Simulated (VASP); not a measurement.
# C (Fmmm) in VASP: further runs, part 2 of 2

VASP 6.6.1.

**4. Single point, PBE+D3(BJ) (9.65 Å³/atom)**

This run uses another cell than the first one, of 9.65 Å³/atom.

Input file INCAR:

```
PREC     = Accurate       # precision mode
ENCUT    = 520            # plane-wave cutoff, eV
EDIFF    = 1E-6           # SCF threshold, eV
ISMEAR   = 0              # smearing method
SIGMA    = 0.03           # smearing width, eV
LREAL    = False          # projectors in reciprocal space
LASPH    = True           # aspherical terms in the spheres
NELM     = 80             # most SCF steps
ALGO     = Normal         # electronic algorithm
ISIF     = 2              # what is computed and relaxed
LWAVE    = False          # write WAVECAR
LCHARG   = True           # write CHGCAR
GGA      = PE             # functional
IVDW     = 12             # dispersion correction
LELF     = True           # ELF
LVHAR    = True         
NBANDS   = 11             # bands
```

Input file KPOINTS:

```
regular mesh
0
Gamma
  18 18 18
```

Input file POSCAR:

```
C
1.0
    0.0000000000      2.3265803054      3.3820356997
    1.2270324356      0.0000000000      3.3820356997
    1.2270324356      2.3265803054      0.0000000000
C
2
Direct
    0.1666966007      0.8333033993      0.1666966007
    0.8333033993      0.1666966007      0.8333033993
```

Potentials or basis: VASP PAW PBE potentials, release 64 (C).

On the command line:

```
> cat potpaw_PBE.64/C/POTCAR > POTCAR
> mpirun -np 1 vasp_std > vasp.out
```

OUTCAR:

```text
PREC = Accurate
   ENCUT = 520
   EDIFF = 1E-6
   ISMEAR = 0
   LREAL = False
   LASPH = True
   NELM = 80
   ISIF = 2
   GGA = PE
   IVDW = 12
 IVDW          = 12

 ion  position               nearest neighbor table
   1  0.167  0.833  0.167-   2 1.45   2 1.45   2 1.55
   2  0.833  0.167  0.833-   1 1.45   1 1.45   1 1.55

  LATTYP: Found a face centered orthorhombic cell.
 ALAT       =     2.4540648712
 B/A-ratio  =     1.8961033449
 C/A-ratio  =     2.7562724518

  Lattice vectors:

 A1 = (   0.0000000000,   2.3265803054,   3.3820356997)
 A2 = (   1.2270324356,   0.0000000000,   3.3820356997)
 A3 = (   1.2270324356,   2.3265803054,   0.0000000000)

Analysis of symmetry for initial positions (statically):
=====================================================================
 Subroutine PRICEL returns:
 Original cell was already a primitive cell.

 Routine SETGRP: Setting up the symmetry group for a
 face centered orthorhombic supercell.

 Subroutine GETGRP returns: Found  8 space group operations
 (whereof  8 operations were pure point group operations)
 out of a pool of  8 trial point group operations.

The static configuration has the point symmetry D_2h.

Analysis of symmetry for dynamics (positions and initial velocities):
=====================================================================
 Subroutine PRICEL returns:
 Original cell was already a primitive cell.

 Routine SETGRP: Setting up the symmetry group for a
 face centered orthorhombic supercell.

 Subroutine GETGRP returns: Found  8 space group operations
 (whereof  8 operations were pure point group operations)
 out of a pool of  8 trial point group operations.

The dynamic configuration has the point symmetry D_2h.

 Subroutine INISYM returns: Found  8 space group operations
 (whereof  8 operations are pure point group operations),
 and found     1 'primitive' translations

----------------------------------------------------------------------------------------

[... 119 lines left out ...]
   AEXX    =    0.0000 exact exchange contribution
   IVDW    =    12    specifies the selected vdW correction
   LEPSILON=     F    determine dielectric tensor
   LRPA    =     F    only Hartree local field effects (RPA)
 non-spin polarized calculation
 Gauss-broadening in eV      SIGMA  =   0.03
  energy-cutoff  :      520.00
  volume of cell :       19.31
 maximum number of plane-waves:       539
   NGX = 15   NGY = 13   NGZ =  9

 number of electron       8.0000000 magnetization

 Free energy of the ion-electron system (eV)
  ---------------------------------------------------
  ext. energy  EPLUGINS =         0.00000000
  ---------------------------------------------------
  free energy    TOTEN  =       -18.03742974 eV

  energy without entropy =      -18.03742861  energy(sigma->0) =      -18.03742918

 E-fermi :   4.1659     XC(G=0): -10.0175

 val. band max:        4.1191324042   @ k =   0.5000  -0.1667   0.3333
 cond. band min:       4.2240092108   @ k =  -0.1667   0.1667   0.2778
 fundamental gap:      0.1048768066
 Fermi energy:         4.1659085583

 k-point     1 :       0.0000    0.0000    0.0000
  band No.  band energies     occupation
      1     -14.8087      2.00000
      2      -1.8607      2.00000
      3       0.6101      2.00000
      4       1.1622      2.00000
      5       8.6000      0.00000
      6       9.7182      0.00000
      7      12.4893      0.00000
      8      13.8888      0.00000
      9      14.8796      0.00000
     10      25.1402      0.00000
     11      28.6240      0.00000
[... 309 lines left out ...]
 k-point    24 :      -0.2222    0.0556   -0.0000
  band No.  band energies     occupation
      1     -13.0153      2.00000
      2      -3.6693      2.00000
      3      -1.4658      2.00000
      4      -0.0931      2.00000
      5       9.5403      0.00000
      6       9.8963      0.00000
      7      11.0935      0.00000
      8      15.7633      0.00000
      9      19.4868      0.00000
     10      21.3819      0.00000
     11      25.2885      0.00000

 [... further k-points ...]

------------------------ aborting loop because EDIFF is reached ----------------------------------------

 Edisp (eV)   -0.29637

 E8    (eV) :    -0.0840

  FORCE on cell =-STRESS in cart. coord.  units (eV):
  Direction    XX          YY          ZZ          XY          YZ          ZX
  --------------------------------------------------------------------------------------
  -------------------------------------------------------------------------------------
  Total      -0.87601    -8.87580     0.08856     0.00000     0.00000     0.00000
  in kB     -72.68414  -736.43725     7.34797     0.00000     0.00000     0.00000
  external pressure =     -267.26 kB  Pullay stress =        0.00 kB

 VOLUME and BASIS-vectors are now :
 -----------------------------------------------------------------------------
  energy-cutoff  :      520.00
  volume of cell :       19.31
      direct lattice vectors                 reciprocal lattice vectors
     0.000000000  2.326580305  3.382035700    -0.407487191  0.214907690  0.147839953
     1.227032436  0.000000000  3.382035700     0.407487191 -0.214907690  0.147839953
     1.227032436  2.326580305  0.000000000     0.407487191  0.214907690 -0.147839953

 POSITION                                       TOTAL-FORCE (eV/Angst)
 -----------------------------------------------------------------------------------
      1.22703      0.77567      3.38204         0.000000      0.030860      0.000000
      1.22703      3.87749      3.38204         0.000000     -0.030860      0.000000
 -----------------------------------------------------------------------------------
    total drift:                                0.000000     -0.000000      0.000000

  FREE ENERGIE OF THE ION-ELECTRON SYSTEM (eV)
  ---------------------------------------------------
  free  energy   TOTEN  =       -18.3338046668 eV

  energy  without entropy=      -18.3338035329  energy(sigma->0) =      -18.33380410
```

OSZICAR:

```text
N       E                     dE             d eps       ncg     rms          rms(c)
DAV:   1     0.159166489998E+01    0.15917E+01   -0.40689E+03 19366   0.646E+02
DAV:   2    -0.183595969772E+02   -0.19951E+02   -0.19054E+02 24979   0.116E+02
DAV:   3    -0.188599989360E+02   -0.50040E+00   -0.49939E+00 23902   0.151E+01
DAV:   4    -0.188619744855E+02   -0.19755E-02   -0.19754E-02 21377   0.117E+00
DAV:   5    -0.188619826458E+02   -0.81603E-05   -0.81602E-05 23394   0.702E-02    0.545E+00
DAV:   6    -0.182340400696E+02    0.62794E+00   -0.53467E-01 21609   0.425E+00    0.316E+00
DAV:   7    -0.180349781345E+02    0.19906E+00   -0.61865E-01 22442   0.458E+00    0.825E-01
DAV:   8    -0.180375102990E+02   -0.25322E-02   -0.15292E-02 20922   0.802E-01    0.971E-02
DAV:   9    -0.180373652523E+02    0.14505E-03   -0.49678E-04 22547   0.147E-01    0.453E-02
DAV:  10    -0.180374265570E+02   -0.61305E-04   -0.83308E-05 21093   0.645E-02    0.179E-02
DAV:  11    -0.180374294695E+02   -0.29125E-05   -0.62075E-06 22424   0.173E-02    0.214E-03
DAV:  12    -0.180374297444E+02   -0.27489E-06   -0.69149E-07 20996   0.632E-03
   1 F= -.18333805E+02 E0= -.18333804E+02  d E =-.113396E-05
```

stdout:

```text
POSCAR found type information on POSCAR C
 POSCAR found :  1 types and       2 ions
 scaLAPACK will be used
 LDA part: xc-table for (Slater+PW92), standard interpolation
 POSCAR, INCAR and KPOINTS ok, starting setup
 FFT: planning ... GRIDC
 FFT: planning ... GRID_SOFT
 FFT: planning ... GRID
 WAVECAR not read
 entering main loop
```

It took 4.1 min on 1 thread of Intel Xeon 8259CL, shared host; peak memory 0.28 GiB.

What came out:

```
Free energy                : -18.3338 eV
Pressure                   : -26.7 GPa
Largest force              : 0.031 eV/Å
Dispersion energy per atom : -0.148 eV
```

Forces in eV/Å, atoms in the order of the input:
```
C    0.000  0.031  0.000
C    0.000 -0.031  0.000
```

Stress tensor (GPa, compression positive):
```
 -7.27   0.00   0.00
  0.00 -73.64   0.00
  0.00   0.00   0.73
```

Caveat: the cell stands under tension.

**5. Single point, PBE+D3(BJ) (10.37 Å³/atom)**

This run uses another cell than the first one, of 10.37 Å³/atom.

Input file INCAR:

```
ALGO = Normal
EDIFF = 1E-6
ENCUT = 520
GGA = PE
ISIF = 2
ISMEAR = 0
IVDW = 12
LASPH = True
LCHARG = False
LREAL = False
LWAVE = False
NBANDS = 11
NELM = 60
PREC = Accurate
SIGMA = 0.03
```

Input file KPOINTS:

```
k-points
0
Gamma
  18 18 18
```

Input file POSCAR:

```
C
1.0
    0.0000000000      2.1103379074      3.6802256709
    1.3352183920      0.0000000000      3.6802256709
    1.3352183920      2.1103379074      0.0000000000
C
2
Direct
    0.1666966007      0.8333033993      0.1666966007
    0.8333033993      0.1666966007      0.8333033993
```

Potentials or basis: VASP PAW PBE potentials, release 64 (C).

On the command line:

```
> cat potpaw_PBE.64/C/POTCAR > POTCAR
> mpirun -np 1 vasp_std > vasp.out
```

OUTCAR:

```text
EDIFF = 1E-6
   ENCUT = 520
   GGA = PE
   ISIF = 2
   ISMEAR = 0
   IVDW = 12
   LASPH = True
   LREAL = False
   NELM = 60
   PREC = Accurate
 IVDW          = 12

 ion  position               nearest neighbor table
   1  0.167  0.833  0.167-   2 1.41   2 1.51   2 1.51
   2  0.833  0.167  0.833-   1 1.41   1 1.51   1 1.51

  LATTYP: Found a face centered orthorhombic cell.
 ALAT       =     2.6704367840
 B/A-ratio  =     1.5805189024
 C/A-ratio  =     2.7562724517

  Lattice vectors:

 A1 = (   0.0000000000,   2.1103379074,   3.6802256709)
 A2 = (   1.3352183920,   0.0000000000,   3.6802256709)
 A3 = (   1.3352183920,   2.1103379074,   0.0000000000)

Analysis of symmetry for initial positions (statically):
=====================================================================
 Subroutine PRICEL returns:
 Original cell was already a primitive cell.

 Routine SETGRP: Setting up the symmetry group for a
 face centered orthorhombic supercell.

 Subroutine GETGRP returns: Found  8 space group operations
 (whereof  8 operations were pure point group operations)
[... 174 lines left out ...]
      2      -2.9645      2.00000
      3       0.2620      2.00000
      4       0.3321      2.00000
      5       7.3702      0.00000
      6      10.1538      0.00000
      7      10.8130      0.00000
      8      13.4624      0.00000
      9      15.0032      0.00000
     10      24.9465      0.00000
     11      25.1652      0.00000
[... 309 lines left out ...]
 k-point    24 :      -0.2222    0.0556   -0.0000
  band No.  band energies     occupation
      1     -13.8356      2.00000
      2      -4.7800      2.00000
      3      -1.4037      2.00000
      4      -1.2793      2.00000
      5       8.9130      0.00000
      6       9.6556      0.00000
      7      11.2036      0.00000
      8      15.1481      0.00000
      9      18.2043      0.00000
     10      20.4964      0.00000
     11      25.8795      0.00000

 [... further k-points ...]

------------------------ aborting loop because EDIFF is reached ----------------------------------------

 Edisp (eV)   -0.27011

 E8    (eV) :    -0.0758

  FORCE on cell =-STRESS in cart. coord.  units (eV):
  Direction    XX          YY          ZZ          XY          YZ          ZX
  --------------------------------------------------------------------------------------
  -------------------------------------------------------------------------------------
  Total      -8.07006     0.01887    -0.18013     0.00000     0.00000     0.00000
  in kB    -623.41719     1.45779   -13.91525     0.00000     0.00000     0.00000
  external pressure =     -211.96 kB  Pullay stress =        0.00 kB

 VOLUME and BASIS-vectors are now :
 -----------------------------------------------------------------------------
  energy-cutoff  :      520.00
  volume of cell :       20.74
      direct lattice vectors                 reciprocal lattice vectors
     0.000000000  2.110337907  3.680225671    -0.374470576  0.236928882  0.135861234
     1.335218392  0.000000000  3.680225671     0.374470576 -0.236928882  0.135861234
     1.335218392  2.110337907  0.000000000     0.374470576  0.236928882 -0.135861234

 POSITION                                       TOTAL-FORCE (eV/Angst)
 -----------------------------------------------------------------------------------
      1.33522      0.70357      3.68023         0.000000      0.520045      0.000000
      1.33522      3.51710      3.68023         0.000000     -0.520045      0.000000
 -----------------------------------------------------------------------------------
    total drift:                                0.000000     -0.000000     -0.000000

  FREE ENERGIE OF THE ION-ELECTRON SYSTEM (eV)
  ---------------------------------------------------
  free  energy   TOTEN  =       -18.3880874922 eV

  energy  without entropy=      -18.3880874922  energy(sigma->0) =      -18.38808749
```

OSZICAR:

```text
N       E                     dE             d eps       ncg     rms          rms(c)
DAV:   1     0.124907666681E+01    0.12491E+01   -0.39262E+03 19276   0.634E+02
DAV:   2    -0.185160492319E+02   -0.19765E+02   -0.19020E+02 25449   0.115E+02
DAV:   3    -0.190247999984E+02   -0.50875E+00   -0.50770E+00 24166   0.150E+01
DAV:   4    -0.190269690657E+02   -0.21691E-02   -0.21688E-02 22648   0.120E+00
DAV:   5    -0.190269787304E+02   -0.96647E-05   -0.96645E-05 24100   0.733E-02    0.561E+00
DAV:   6    -0.183371735825E+02    0.68981E+00   -0.58320E-01 22243   0.446E+00    0.325E+00
DAV:   7    -0.181145199658E+02    0.22265E+00   -0.68482E-01 22873   0.486E+00    0.865E-01
DAV:   8    -0.181181131877E+02   -0.35932E-02   -0.20150E-02 21339   0.917E-01    0.107E-01
DAV:   9    -0.181178931834E+02    0.22000E-03   -0.64020E-04 23153   0.171E-01    0.500E-02
DAV:  10    -0.181179707068E+02   -0.77523E-04   -0.11205E-04 21145   0.753E-02    0.161E-02
DAV:  11    -0.181179758741E+02   -0.51672E-05   -0.70885E-06 23039   0.192E-02    0.254E-03
DAV:  12    -0.181179762710E+02   -0.39691E-06   -0.13034E-06 21116   0.827E-03
   1 F= -.18388087E+02 E0= -.18388087E+02  d E =-.469482E-13
```

It took 85 s on 1 thread of Intel Xeon 6975P-C (Granite Rapids), shared host; peak memory 0.28 GiB.

What came out:

```
Free energy                : -18.3881 eV
Pressure                   : -21.2 GPa
Largest force              : 0.520 eV/Å
Dispersion energy per atom : -0.135 eV
```

Forces on the atoms (eV/Å):
```
C    0.000  0.520  0.000
C    0.000 -0.520  0.000
```

Stress tensor (GPa, compression positive):
```
-62.34   0.00   0.00
  0.00   0.15   0.00
  0.00   0.00  -1.39
```

Caveat: the cell stands under tension.

**6. Summary**

```csv
cell,pressure (GPa),largest force (eV/Å)
"a = 4.058, b = 3.607, c = 2.546 Å, angles 80.5, 61.3, 38.2°, 2 atoms",-15.2,0.24
"a = 4.117, b = 3.709, c = 2.529 Å, angles 80.2, 62.6, 37.2°, 2 atoms",-18.8,-
"a = 4.105, b = 3.598, c = 2.630 Å, angles 80.8, 59.9, 39.2°, 2 atoms",-26.7,0.03
"a = 4.242, b = 3.915, c = 2.497 Å, angles 79.5, 65.1, 35.4°, 2 atoms",-21.2,0.52
```

Alike in all rows: task single point; level PBE+D3(BJ); potentials or basis VASP PAW PBE potentials, release 64 (C); no spin polarisation; k mesh 18 × 18 × 18; cutoff (eV) 520; smearing gaussian 0.03 eV.

Caveats: the cell stands under tension.

Total energies depend on the potentials used, so only differences within one code and one set of settings carry meaning.
